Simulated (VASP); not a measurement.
# TiAl (P1) in VASP: single point with LDA

Aim: the single point of TiAl with LDA.

All numbers are computed with VASP 6.6.1; they aren't measurements. Logs are shortened: lines on timing, memory, paths and dates and some standing lists are left out, and cuts for length are marked.

### 1 The cell of the first run

The typed cell holds 2 atoms: a = 3.179 Å, b = 3.179 Å, c = 3.179 Å, α = 90.00°, β = 90.00°, γ = 90.00°.

### 2 Single point, LDA, non-collinear spin, typed start (atoms moved at random)

INCAR

```
SYSTEM = TiAl
PREC = Accurate ; ENCUT = 500
EDIFF = 1E-6 ; ISMEAR = -1
SIGMA = 0.01 ; LREAL = .FALSE.
LASPH = .TRUE. ; NELM = 200
ALGO = Normal ; ISIF = 2
LWAVE = .FALSE. ; LCHARG = .FALSE.
LNONCOLLINEAR = .TRUE. ; MAGMOM = -0.69 -0.045 -0.16 0 0 0
LORBIT = 11 ; LMAXMIX = 4
NBANDS = 27 ; GGA_COMPAT = .FALSE.
```

KPOINTS

```
Automatic mesh
0
G
  6 6 6
  0 0 0
```

POSCAR

```
TiAl
1.0
    3.1790640000      0.0000000000      0.0000000000
    0.0000000000      3.1790640000      0.0000000000
    0.0000000000      0.0000000000      3.1790640000
Ti Al
1 1
Direct
    0.0308690000      0.0179770000      0.0537200000
    0.5021130000      0.5092260000      0.4471020000
```

Potentials or basis: VASP PAW LDA potentials, release 64 (Ti_sv, Al).

Run with:

```console
cat potpaw_LDA.64/Ti_sv/POTCAR potpaw_LDA.64/Al/POTCAR > POTCAR
mpirun -np 1 vasp_ncl > vasp.out
```

OUTCAR:

```text
SYSTEM = TiAl
   PREC = Accurate
   ENCUT = 500
   EDIFF = 1E-6
   ISMEAR = -1
   LREAL = .FALSE.
   LASPH = .TRUE.
   NELM = 200
   ISIF = 2
   LNONCOLLINEAR = .TRUE.
   LORBIT = 11

 ion  position               nearest neighbor table
   1  0.031  0.018  0.054-   2 2.50   2 2.53   2 2.61   2 2.65   2 2.90   2 2.93   2 3.00   2 3.03

   2  0.502  0.509  0.447-   1 2.50   1 2.53   1 2.61   1 2.65   1 2.90   1 2.93   1 3.00   1 3.03

  LATTYP: Found a simple cubic cell.
 ALAT       =     3.1790640000

  Lattice vectors:

 A1 = (   3.1790640000,   0.0000000000,   0.0000000000)
 A2 = (   0.0000000000,   3.1790640000,   0.0000000000)
 A3 = (   0.0000000000,   0.0000000000,   3.1790640000)

Analysis of symmetry for initial positions (statically):
=====================================================================
 Subroutine PRICEL returns:
 Original cell was already a primitive cell.

 Routine SETGRP: Setting up the symmetry group for a
 simple cubic supercell.

 Subroutine GETGRP returns: Found  1 space group operations
 (whereof  1 operations were pure point group operations)
 out of a pool of 48 trial point group operations.

The static configuration has the point symmetry C_1 .

Analysis of symmetry for dynamics (positions and initial velocities):
=====================================================================
 Subroutine PRICEL returns:
 Original cell was already a primitive cell.

 Routine SETGRP: Setting up the symmetry group for a
 simple cubic supercell.

 Subroutine GETGRP returns: Found  1 space group operations
 (whereof  1 operations were pure point group operations)
 out of a pool of 48 trial point group operations.

The dynamic configuration has the point symmetry C_1 .

Analysis of structural, dynamic, and magnetic symmetry:
=====================================================================
 Subroutine PRICEL returns:
 Original cell was already a primitive cell.

 Routine SETGRP: Setting up the symmetry group for a
 simple cubic supercell.

 Subroutine GETGRP returns: Found  1 space group operations
 (whereof  1 operations were pure point group operations)
 out of a pool of 48 trial point group operations.

The overall configuration has the point symmetry C_1 .

 Subroutine INISYM returns: Found  1 space group operations
 (whereof  1 operations are pure point group operations),
 and found     1 'primitive' translations

----------------------------------------------------------------------------------------

                                     Primitive cell

  volume of cell :      32.1290

  direct lattice vectors                    reciprocal lattice vectors
     3.179064000  0.000000000  0.000000000     0.314557996  0.000000000  0.000000000
     0.000000000  3.179064000  0.000000000     0.000000000  0.314557996  0.000000000
     0.000000000  0.000000000  3.179064000     0.000000000  0.000000000  0.314557996

  length of vectors
     3.179064000  3.179064000  3.179064000     0.314557996  0.314557996  0.314557996

  position of ions in fractional coordinates (direct lattice)
     0.030869000  0.017977000  0.053720000
     0.502113000  0.509226000  0.447102000

  ion indices of the primitive-cell ions
   primitive index   ion index
                 1           1
                 2           2

----------------------------------------------------------------------------------------

 KPOINTS: Automatic mesh

Automatic generation of k-mesh.
 Grid dimensions read from file:
 generate k-points for:    6    6    6

 Generating k-lattice:

  Cartesian coordinates                     Fractional coordinates (reciprocal lattice)
     0.052426333  0.000000000  0.000000000     0.166666667  0.000000000  0.000000000
     0.000000000  0.052426333  0.000000000     0.000000000  0.166666667  0.000000000
     0.000000000  0.000000000  0.052426333     0.000000000  0.000000000  0.166666667

  Length of vectors
     0.052426333  0.052426333  0.052426333

  Shift w.r.t. Gamma in fractional coordinates (k-lattice)
     0.000000000  0.000000000  0.000000000

 Subroutine IBZKPT returns following result:
 ===========================================

 Found    216 irreducible k-points:

 Following reciprocal coordinates:
            Coordinates               Weight
  0.000000  0.000000  0.000000      1.000000
  0.166667  0.000000  0.000000      1.000000
 -0.166667  0.000000  0.000000      1.000000
  0.000000  0.166667  0.000000      1.000000
  0.000000 -0.166667  0.000000      1.000000
  0.000000  0.000000  0.166667      1.000000
[... 16 lines left out ...]
 -0.166667  0.166667  0.000000      1.000000
  0.166667 -0.166667  0.000000      1.000000
 [... further k-points ...]
   k-points           NKPTS =    216   k-points in BZ     NKDIM =    216   number of bands    NBANDS=     27
   number of dos      NEDOS =    301   number of ions     NIONS =      2
   total plane-waves  NPLWV =  13824
   dimension x,y,z NGX =    24 NGY =   24 NGZ =   24
   dimension x,y,z NGXF=    48 NGYF=   48 NGZF=   48
   ions per type =               1   1
   NGX,Y,Z   is equivalent  to a cutoff of  12.55, 12.55, 12.55 a.u.
   NGXF,Y,Z  is equivalent  to a cutoff of  25.10, 25.10, 25.10 a.u.
 SYSTEM =  TiAl
   PREC   = accura    normal or accurate (medium, high low for compatibility)
   ISTART =      0    job   : 0-new  1-cont  2-samecut
   ICHARG =      2    charge: 1-file 2-atom 10-const
   ISPIN  =      1    spin polarized calculation?
   LNONCOLLINEAR =      T non collinear calculations
   LSORBIT =      F    spin-orbit coupling
   LASPH  =      T    aspherical Exc in radial PAW
   ENCUT  =  500.0 eV  36.75 Ry    6.06 a.u.   5.80  5.80  5.80*2*pi/ulx,y,z
   NELM   =    200;   NELMIN=  2; NELMDL= -5     # of ELM steps
   EDIFF  = 0.1E-05   stopping-criterion for ELM
   LREAL  =      F    real-space projection
   EDIFFG = 0.1E-04   stopping-criterion for IOM
   NSW    =      0    number of steps for IOM
   IBRION =     -1    ionic relax: 0-MD 1-quasi-New 2-CG
   NFREE  =      0    steps in history (QN), initial steepest desc. (CG)
   ISIF   =      2    stress and relaxation
   ISYM   =      2    0-nonsym 1-usesym 2-fastsym
   POTIM  = 0.5000    time-step for ionic-motion
   TEBEG  =    0.0;   TEEND  =   0.0 temperature during run
   PSTRESS=    0.0 pullay stress
   NELECT =      15.0000    total number of electrons
   NUPDOWN=      -1.0000    fix difference up-down
   EMIN   =  10.00;   EMAX   =-10.00  energy-range for DOS
   EFERMI =   0.00;   METHOD = LEGACY
   ISMEAR =    -1;   SIGMA  =   0.01  broadening in eV -4-tet -1-fermi 0-gaus
   EFERMI_NEDOS =   21; number of points for ismear=-14 and -15
   IALGO  =     38    algorithm
   IMIX   =      4    mixing-type and parameters
     AMIX     =   0.40;   BMIX     =  1.00
     AMIX_MAG =   1.60;   BMIX_MAG =  1.00
  volume/ion in A,a.u.               =      16.06       108.41
  Fermi-wavevector in a.u.,A,eV,Ry     =   1.270007  2.399964 21.945065  1.612917
  Thomas-Fermi vector in A             =   2.403017
   LORBIT       =     11    0 simple, 1 ext, 2 COOP (PROOUT), +10 PAW based schemes
   GGA     = CA    functional components
   LHFCALC =     F    Hartree Fock is set to
   AEXX    =    0.0000 exact exchange contribution
   IVDW    =     0    specifies the selected vdW correction
   LEPSILON=     F    determine dielectric tensor
   LRPA    =     F    only Hartree local field effects (RPA)
  energy-cutoff  :      500.00
  volume of cell :       32.13
 maximum number of plane-waves:      1680
   NGX = 11   NGY = 11   NGZ = 11

 number of electron      15.0000004 magnetization      -0.0348593     -0.0023470     -0.0082931

 Free energy of the ion-electron system (eV)
  ---------------------------------------------------
  ext. energy  EPLUGINS =         0.00000000
  ---------------------------------------------------
  free energy    TOTEN  =       -12.90452051 eV

  energy without entropy =      -12.90340462  energy(sigma->0) =      -12.90396256

 E-fermi :   8.4256     XC(G=0): -11.2856

 val. band max:        8.4241225631   @ k =   0.3333  -0.3333   0.1667
 cond. band min:       8.4274213148   @ k =  -0.3333  -0.3333  -0.1667
 fundamental gap:      0.0032987517
 Fermi energy:         8.4256295967

 k-point     1 :       0.0000    0.0000    0.0000
  band No.  band energies     occupation
      1     -47.6730      1.00000
      2     -47.6462      1.00000
      3     -24.2756      1.00000
      4     -24.2710      1.00000
      5     -24.2534      1.00000
      6     -24.2521      1.00000
[... 19 lines left out ...]
     26      13.3040      0.00000
     27      17.2882      0.00000

 k-point     2 :       0.1667    0.0000    0.0000
  band No.  band energies     occupation
      1     -47.6690      1.00000
      2     -47.6422      1.00000
      3     -24.3155      1.00000
      4     -24.2919      1.00000
      5     -24.2686      1.00000
      6     -24.2537      1.00000
[... 19 lines left out ...]
     26      14.2994      0.00000
     27      16.7852      0.00000

 k-point     3 :      -0.1667    0.0000    0.0000
  band No.  band energies     occupation
      1     -47.6690      1.00000
      2     -47.6422      1.00000
      3     -24.3155      1.00000
      4     -24.2919      1.00000
      5     -24.2686      1.00000
      6     -24.2537      1.00000
[... 19 lines left out ...]
     26      14.2994      0.00000
     27      16.7853      0.00000

 k-point     4 :       0.0000    0.1667    0.0000
  band No.  band energies     occupation
      1     -47.6690      1.00000
      2     -47.6422      1.00000
      3     -24.3182      1.00000
      4     -24.2953      1.00000
      5     -24.2701      1.00000
      6     -24.2496      1.00000
[... 19 lines left out ...]
     26      14.3173      0.00000
     27      16.7717      0.00000

 k-point     5 :       0.0000   -0.1667    0.0000
  band No.  band energies     occupation
      1     -47.6690      1.00000
      2     -47.6422      1.00000
      3     -24.3182      1.00000
      4     -24.2953      1.00000
      5     -24.2701      1.00000
      6     -24.2496      1.00000
[... 19 lines left out ...]
     26      14.3173      0.00000
     27      16.7717      0.00000

 k-point     6 :       0.0000    0.0000    0.1667
  band No.  band energies     occupation
      1     -47.6691      1.00000
      2     -47.6423      1.00000
      3     -24.3065      1.00000
      4     -24.2785      1.00000
      5     -24.2680      1.00000
      6     -24.2622      1.00000
[... 444 lines left out ...]
      1     -47.6651      1.00000
      2     -47.6383      1.00000
      3     -24.3172      1.00000
      4     -24.2924      1.00000
      5     -24.2921      1.00000
      6     -24.2651      1.00000
[... 19 lines left out ...]
     26      14.7119      0.00000
     27      17.3253      0.00000

 k-point    22 :      -0.1667    0.0000   -0.1667
  band No.  band energies     occupation
      1     -47.6651      1.00000
      2     -47.6383      1.00000
      3     -24.3172      1.00000
      4     -24.2924      1.00000
      5     -24.2921      1.00000
      6     -24.2651      1.00000
[... 19 lines left out ...]
     26      14.7119      0.00000
     27      17.3192      0.00000

 k-point    23 :      -0.1667    0.1667    0.0000
  band No.  band energies     occupation
      1     -47.6650      1.00000
      2     -47.6382      1.00000
      3     -24.3142      1.00000
      4     -24.3102      1.00000
      5     -24.2908      1.00000
      6     -24.2869      1.00000
[... 19 lines left out ...]
     26      15.1207      0.00000
     27      16.9484      0.00000

 k-point    24 :       0.1667   -0.1667    0.0000
  band No.  band energies     occupation
      1     -47.6650      1.00000
      2     -47.6382      1.00000
      3     -24.3142      1.00000
      4     -24.3102      1.00000
      5     -24.2908      1.00000
      6     -24.2869      1.00000
[... 19 lines left out ...]
     26      15.1207      0.00000
     27      16.9474      0.00000

 [... further k-points ...]

------------------------ aborting loop because EDIFF is reached ----------------------------------------

  FORCE on cell =-STRESS in cart. coord.  units (eV):
  Direction    XX          YY          ZZ          XY          YZ          ZX
  --------------------------------------------------------------------------------------
  -------------------------------------------------------------------------------------
  Total        0.0550684      0.1024526     -0.8576084      0.0507420      0.1442957      0.4687435
  in kB        2.7460914      5.1089958    -42.7663111      2.5303477      7.1955879     23.3748076
  external PRESSURE =     -11.6370746 kB  Pullay stress =       0.0000000 kB

 VOLUME and BASIS-vectors are now :
 -----------------------------------------------------------------------------
  energy-cutoff  :      500.00
  volume of cell :       32.13
      direct lattice vectors                 reciprocal lattice vectors
     3.179064000  0.000000000  0.000000000     0.314557996  0.000000000  0.000000000
     0.000000000  3.179064000  0.000000000     0.000000000  0.314557996  0.000000000
     0.000000000  0.000000000  3.179064000     0.000000000  0.000000000  0.314557996

 POSITION                                       TOTAL-FORCE (eV/Angst)
 -----------------------------------------------------------------------------------
      0.09813      0.05715      0.17078        -0.667345     -0.206438     -1.983046
      1.59625      1.61886      1.42137         0.667345      0.206438      1.983046
 -----------------------------------------------------------------------------------
    total drift:                               -0.000212     -0.000281     -0.000783

  FREE ENERGIE OF THE ION-ELECTRON SYSTEM (eV)
  ---------------------------------------------------
  free  energy   TOTEN  =       -12.9045205060 eV

  energy  without entropy=      -12.9034046223  energy(sigma->0) =      -12.90396256

 total charge

# of ion       s       p       d       tot
------------------------------------------
    1        2.199   6.125   2.028  10.352
    2        0.447   0.411   0.000   0.858
--------------------------------------------------
tot          2.646   6.536   2.028  11.210

 magnetization (x)

# of ion       s       p       d       tot
------------------------------------------
    1       -0.001  -0.000  -0.024  -0.025
    2        0.000  -0.000   0.000  -0.000
--------------------------------------------------
tot         -0.000  -0.001  -0.024  -0.026

 magnetization (y)

# of ion       s       p       d       tot
------------------------------------------
    1       -0.000  -0.000  -0.002  -0.002
    2        0.000  -0.000   0.000  -0.000
--------------------------------------------------
tot         -0.000  -0.000  -0.002  -0.002

 magnetization (z)

# of ion       s       p       d       tot
------------------------------------------
    1       -0.000  -0.000  -0.006  -0.006
    2        0.000  -0.000   0.000  -0.000
--------------------------------------------------
tot         -0.000  -0.000  -0.006  -0.006
```

It took 6.9 min on 1 thread of Oxide Virtual Turin-like, shared host; peak memory 0.33 GiB.

What came out:

```
Free energy                                           : -12.9045 eV
Pressure                                              : -1.2 GPa
Largest force                                         : 2.102 eV/Å
Band gap on the k mesh                                : zero (bands 15 and 16 overlap by 2.86 eV)
Net moment                                            : 0.04 μB per cell
Valence electrons inside the program's atomic spheres : Ti 10.35; Al 0.86
```

Forces on the atoms (eV/Å):
```
Ti  -0.667 -0.206 -1.983
Al   0.667  0.206  1.983
```

Stress tensor (GPa, compression positive):
```
 0.27  0.25  2.34
 0.25  0.51  0.72
 2.34  0.72 -4.28
```

Moments on the atoms (μB; x, y, z):
```
Ti  -0.03  0.00 -0.01
Al   0.00  0.00  0.00
```

Caveat: the cell differs from its parent crystal (atoms moved at random); forces of over 1 eV/Å act on the atoms, so gaps and moduli don't describe the material at rest.
